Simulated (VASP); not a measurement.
Input of a VASP 6.6.1 run:

INCAR

```
SYSTEM = Co
PREC     = Accurate       ! precision mode
ENCUT    = 690            ! plane-wave cutoff, eV
EDIFF    = 1E-6           ! SCF threshold, eV
ISMEAR   = -1             ! smearing method
SIGMA    = 0.05           ! smearing width, eV
LREAL    = .FALSE.        ! projectors in reciprocal space
LASPH    = .TRUE.         ! aspherical terms in the spheres
NELM     = 200            ! most SCF steps
ALGO     = Normal         ! electronic algorithm
ISIF     = 2              ! what is computed and relaxed
LWAVE    = .FALSE.        ! write WAVECAR
LCHARG   = .TRUE.         ! write CHGCAR
ISPIN    = 2              ! spin polarisation
MAGMOM   = 2 2 2 2        ! initial moments
LORBIT   = 11             ! projections on sites
LMAXMIX  = 4              ! l up to which the mixer works
GGA      = B5             ! functional
ALDAX    = 1.0          
AGGAX    = 1.0          
AGGAC    = 1.0          
ALDAC    = 0.0          
LELF     = .TRUE.         ! ELF
LVHAR    = .TRUE.       
NBANDS   = 46             ! bands
GGA_COMPAT= .FALSE.
```

File KPOINTS:

```
regular mesh
0
G
  12 12 4
  0 0 0
```

Contents of POSCAR:

```
Co
1.0
    2.4371717178      0.0000000000      0.0000000000
   -1.2185858589      2.1106526210      0.0000000000
    0.0000000000      0.0000000000      7.9789199430
Co
4
Direct
    0.6666666667      0.3333333333      0.7500000000
    0.0000000000      0.0000000000      0.5000000000
    0.3333333333      0.6666666667      0.2500000000
    0.0000000000      0.0000000000      0.0000000000
```

Potentials or basis: VASP PAW PBE potentials, release 64 (Co_sv).

The run is started by

```console
$ cat potpaw_PBE.64/Co_sv/POTCAR > POTCAR
$ mpirun -np 1 vasp_std > vasp.out
```

(1) Estimate the net moment.

(2) Estimate the site moments.

(3) What does it give for the pressure?

## Answers

(1) 6.19 μB per cell.

(2) Co +1.61, +1.58 (each value once) μB.

(3) 23.4 GPa.

Caveat: the cell stands under pressure; the PAW data sets were made with another functional, which shifts forces and pressure a little.
